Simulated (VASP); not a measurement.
A run of VASP 6.6.1:

File INCAR:

```
SYSTEM = BeAu3
PREC = Accurate
ENCUT = 520
EDIFF = 1E-6
ISMEAR = 1
SIGMA = 0.5
LREAL = .False.
LASPH = .True.
NELM = 80
ALGO = Normal
ISIF = 2
LWAVE = .False.
LCHARG = .True.
GGA = PE
LELF = .True.
LVHAR = .True.
NBANDS = 26
```

File KPOINTS:

```
regular mesh
0
Gamma
  5 5 5
  0 0 0
```

File POSCAR:

```
BeAu3
1.0
    4.0117060000      0.0000000000      0.0000000000
    0.0000000000      4.0117060000      0.0000000000
    0.0000000000      0.0000000000      4.0117060000
Be Au
1 3
Direct
    0.0000000000      0.0000000000      0.0000000000
    0.0000000000      0.5000000000      0.5000000000
    0.5000000000      0.0000000000      0.5000000000
    0.5000000000      0.5000000000      0.0000000000
```

Potentials or basis: VASP PAW PBE potentials, release 64 (Be, Au).

Run with:

```console
$ cat potpaw_PBE.64/Be/POTCAR potpaw_PBE.64/Au/POTCAR > POTCAR
$ mpirun -np 1 vasp_std > vasp.out
```

Hardware: 1 thread of AMD EPYC 9R45 96-Core Processor (Zen 5) (shared host).

Problem. How long does it take, and how much memory?

Solution. Run time: 7.9 s on 1 thread of AMD EPYC 9R45 96-Core Processor (Zen 5), on a shared host, peak memory 0.14 GiB. Counts: scf iterations 12, k points 10.
